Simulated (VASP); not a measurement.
Runs of VASP 6.6.1 on VN2. The structure is that of space group I4/mcm (No. 140), or close to it. The cells are those of the table. 

| level | potentials or basis | cell | k mesh | gap on the mesh (eV) | pressure (GPa) | largest force (eV/Å) |
| --- | --- | --- | --- | --- | --- | --- |
| PBE | VASP PAW PBE potentials, release 64 (V_sv, N) | a = 3.930 Å, angles 113.6, 113.6, 101.6°, 6 atoms | 12 × 12 × 12 | none | 0.6 | 0.05 |
| PBEsol | VASP PAW PBE potentials, release 64 (V_sv, N) | a = 3.888 Å, angles 113.7, 113.7, 101.4°, 6 atoms | 6 × 6 × 6 | none | 0.8 | 0.09 |
| r2SCAN | VASP PAW PBE potentials, release 64 (V_sv, N) | a = 3.905 Å, angles 113.3, 113.3, 102.0°, 6 atoms | 12 × 12 × 12 | none | 1.5 | 0.08 |
| PBEsol | VASP PAW PBE potentials, release 64 (V_sv, N) | a = 3.932 Å, angles 113.7, 113.7, 101.4°, 6 atoms | 12 × 12 × 12 | none | -10.9 | 0.38 |
| PBEsol | VASP PAW PBE potentials, release 64 (V_sv, N) | a = 3.887 Å, angles 113.5, 113.5, 101.6°, 6 atoms | 12 × 12 × 12 | none | 0.8 | 0.09 |
| LDA | VASP PAW LDA potentials, release 64 (V_sv, N) | a = 3.856 Å, angles 113.5, 113.5, 101.7°, 6 atoms | 12 × 12 × 12 | none | (a) | 0.16 |

Alike in all rows: task single point; no spin polarisation; cutoff (eV) 520; smearing gaussian 0.1 eV.

Question: Fill in the values left out.

Answer: (a) 1.8.

Caveats: the run has no spin polarisation, though such a crystal can be magnetic; the PAW data sets were made with another functional, which shifts forces and pressure a little (at least some runs); the cell stands under tension (at least some runs).

A gap of «none» marks levels without a gap at the run's occupations.
